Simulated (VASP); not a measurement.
W: single point with PBEsol

The system is W.

```
W
1.0
     0.00000    1.98970    1.98970
     1.98970    0.00000    1.98970
     1.98970    1.98970    0.00000
W
1
Direct
  0.00000 0.00000 0.00000
```

- Program: VASP 6.6.1
- Task: single point
- Functional: PBEsol
- Potentials or basis: VASP PAW PBE potentials, release 64 (W_sv)
- Cutoff: 520 eV
- k mesh: 11 × 11 × 11
- Occupations: fermi-dirac, width 0.05 eV
- Spin: no spin polarisation

| Item | Value |
| --- | --- |
| Pressure | 5.6 GPa |
| Band gap on the k mesh | zero (band 7 reaches 13.79 eV, above the bottom of band 8 at 10.27 eV) |

Levels at points of the mesh, in eV from the Fermi level:
| k point | band 5 | band 6 | band 7 | band 8 | band 9 | band 10 |
| --- | --- | --- | --- | --- | --- | --- |
| (0.00, 0.00, 0.00) | -9.18 | -0.58 | -0.58 | -0.58 | 2.72 | 2.72 |

Run time: 8.2 s on 1 thread of AMD EPYC 7R13 Processor (Zen 3), with other jobs on the host, peak memory 0.11 GiB.

Caveat: the PAW data sets were made with another functional, which shifts forces and pressure a little; spin-orbit coupling is left out, which moves the levels of the heavy elements.
